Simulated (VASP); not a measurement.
Wanted: the native input for a VASP 6.6.1 run.

- Task: single point
- Functional: r2SCAN
- Potentials or basis: VASP PAW PBE potentials, release 64 (Cd, S)
- Cutoff: 520 eV
- k mesh: 4 × 4 × 4
- Occupations: gaussian, width 0.01 eV
- Spin: no spin polarisation
- Dipole correction: no
- Further INCAR settings: ALGO = Normal; EDIFF = 1e-07; NBANDS = 16

The system is CdS.

```
Cd S
1.0
     0.00000    2.93921    2.93921
     2.93921    0.00000    2.93921
     2.93921    2.93921    0.00000
Cd S
1 1
Direct
  0.00000 0.00000 0.00000
  0.25000 0.25000 0.25000
```

These files were run (other wordings do the same):

POSCAR

```
CdS
1.0
    0.0000000000      2.9392148420      2.9392148420
    2.9392148420      0.0000000000      2.9392148420
    2.9392148420      2.9392148420      0.0000000000
Cd S
1 1
Direct
    0.0000000000      0.0000000000      0.0000000000
    0.2500000000      0.2500000000      0.2500000000
```

INCAR.step1

```
SYSTEM = CdS
PREC = Accurate
ENCUT = 520
ISMEAR = 0
SIGMA = 0.01
LREAL = .False.
LASPH = .True.
NELM = 100
NBANDS = 16
GGA = PE
ALGO = Normal
EDIFF = 1E-4
LWAVE = .True.
LCHARG = .False.
```

INCAR.step2

```
SYSTEM = CdS
PREC = Accurate
ENCUT = 520
EDIFF = 1E-7
ISMEAR = 0
SIGMA = 0.01
LREAL = .False.
LASPH = .True.
NELM = 100
ALGO = Normal
ISIF = 2
LWAVE = .False.
LCHARG = .False.
METAGGA = R2SCAN
LMIXTAU = .True.
NBANDS = 16
ISTART = 1
```

KPOINTS

```
Automatic mesh
0
Gamma
  4 4 4
  0 0 0
```

Potentials or basis: VASP PAW PBE potentials, release 64 (Cd, S).

Command:

```console
$ cat potpaw_PBE.64/Cd/POTCAR potpaw_PBE.64/S/POTCAR > POTCAR
$ cp INCAR.step1 INCAR
$ mpirun -np 1 vasp_std > vasp.out
$ cp INCAR.step2 INCAR
$ mpirun -np 1 vasp_std > vasp.out
```

Results of the run:

```
Pressure               : 0.4 GPa
Band gap on the k mesh : 1.53 eV, direct
```

Caveat: the k points lie up to 0.46 Å⁻¹ apart; the PAW data sets were made with another functional, which shifts forces and pressure a little.

Wall time 17 s on 1 thread of Intel(R) Xeon(R) 6975P-C (Granite Rapids), on a shared host, peak memory 0.18 GiB.
